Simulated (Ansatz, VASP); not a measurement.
Two plane-wave programs on W

```xyz
1
Lattice="-1.5852 1.5852 1.5852 1.5852 -1.5852 1.5852 1.5852 1.5852 -1.5852" Properties=species:S:1:pos:R:3 pbc="T T T"
W     0.0000    0.0000    0.0000
```

Alike in both runs: task single point; functional r2SCAN; k mesh 6 × 6 × 6; occupations gaussian, width 0.1 eV; no spin polarisation.

|  | VASP | Ansatz |
| --- | --- | --- |
| version | VASP 6.6.1 | Ansatz 0.2.0 |
| potentials or method | VASP PAW PBE potentials, release 64 (W_sv), cutoff 520 eV | scalar-relativistic, plane waves, PAW |
| valence electrons in the cell | 14 | 14 |

VASP gave:

| Property | Result |
| --- | --- |
| gap on the k mesh at the Fermi level (eV) | none |
| pressure (GPa) | -1.5 |

Question: Which values does Ansatz return?

Answer: gap on the k mesh at the Fermi level (eV): none; pressure (GPa): -2.7.

VASP's potentials were made for PBE, not for r2SCAN. A gap of «none» marks a metal or a gap that the smearing closes. With one functional, cell and mesh, what is left measures potentials, basis and numerics.

The k mesh is coarse, so the values compare programs but aren't converged. Neither program's run includes spin-orbit coupling.
